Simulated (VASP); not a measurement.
Write the native input for VASP 6.6.1 that does the following.

```
Task                   : single point
Functional             : r2SCAN
Potentials or basis    : VASP PAW PBE potentials, release 64 (Mg, S)
Cutoff                 : 520 eV
k mesh                 : 6 × 6 × 6
Occupations            : fermi-dirac, width 0.02 eV
Spin                   : no spin polarisation
Dipole correction      : no
Further INCAR settings : ALGO = Normal; EDIFF = 1e-06; NBANDS = 11
```

MgS:

```
CELL_PARAMETERS angstrom
3.29512 0.00000 0.00000
0.00000 3.29512 0.00000
0.00000 0.00000 3.29512
ATOMIC_POSITIONS crystal
Mg 0.00000 0.00000 0.00000
S 0.50000 0.50000 0.50000
```

This cell differs from its parent crystal: volume changed by +3%.

These files were run (other wordings do the same):

POSCAR

```
MgS
1.0
    3.2951246295      0.0000000000      0.0000000000
    0.0000000000      3.2951246295      0.0000000000
    0.0000000000      0.0000000000      3.2951246295
Mg S
1 1
Direct
    0.0000000000      0.0000000000      0.0000000000
    0.5000000000      0.5000000000      0.5000000000
```

INCAR.step1

```
ALGO = Normal
EDIFF = 1E-4
ENCUT = 520
GGA = PE
ISMEAR = -1
LASPH = T
LCHARG = F
LREAL = F
LWAVE = T
NBANDS = 11
NELM = 80
PREC = Accurate
SIGMA = 0.02
```

INCAR.step2

```
ALGO = Normal
EDIFF = 1E-6
ENCUT = 520
ISIF = 2
ISMEAR = -1
ISTART = 1
LASPH = T
LCHARG = T
LELF = T
LMIXTAU = T
LREAL = F
LVHAR = T
LWAVE = F
METAGGA = R2SCAN
NBANDS = 11
NELM = 80
PREC = Accurate
SIGMA = 0.02
```

KPOINTS

```
k-points
0
Gamma
  6 6 6
```

Potentials or basis: VASP PAW PBE potentials, release 64 (Mg, S).

Run with:

```bash
$ cat potpaw_PBE.64/Mg/POTCAR potpaw_PBE.64/S/POTCAR > POTCAR
$ cp INCAR.step1 INCAR
$ mpirun -np 1 vasp_std > vasp.out
$ cp INCAR.step2 INCAR
$ mpirun -np 1 vasp_std > vasp.out
```

Results of the run:

```json
{
  "Pressure": "-2.6 GPa",
  "Band gap on the k mesh": "0.06 eV, direct"
}
```

Caveat: the PAW data sets were made with another functional, which shifts forces and pressure a little.

Run time: 84 s on 1 thread of Intel Xeon 6975P-C, with other jobs on the host, peak memory 0.16 GiB.
